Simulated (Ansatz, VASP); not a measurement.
# Cr: VASP beside Ansatz

```
Cr
1.0
     0.00000    2.52501    2.52501
     2.52501    0.00000    2.52501
     2.52501    2.52501    0.00000
Cr
2
Direct
  0.00000 0.00000 0.00000
  0.50000 0.50000 0.50000
```

Alike in both runs: task single point; functional RPBE; k mesh 12 × 12 × 12; occupations fermi-dirac, width 0.05 eV; collinear spin.

|  | VASP | Ansatz |
| --- | --- | --- |
| version | VASP 6.6.1 | Ansatz 0.2.0 |
| potentials or method | VASP PAW PBE potentials, release 64 (Cr_pv), cutoff 520 eV | plane waves (420 eV) with PAW, scalar-relativistic |
| valence electrons in the cell | 24 | 28 |

|  | VASP | Ansatz | Ansatz less VASP |
| --- | --- | --- | --- |
| pressure (GPa) | -3.1 | -3.3 | -0.20 |
| net moment per atom (μB) | 0.00 | 0.00 | 0.000 |
| size of the moment on the site where the two differ most (μB) | 2.85 | 2.69 | -0.155 |

VASP's potentials were made for PBE, not for RPBE. Site moments also hang on the region over which each program counts them. VASP's potentials hold 24 valence electrons a cell and Ansatz's 28, so a difference there can come from the potentials and not from the codes.
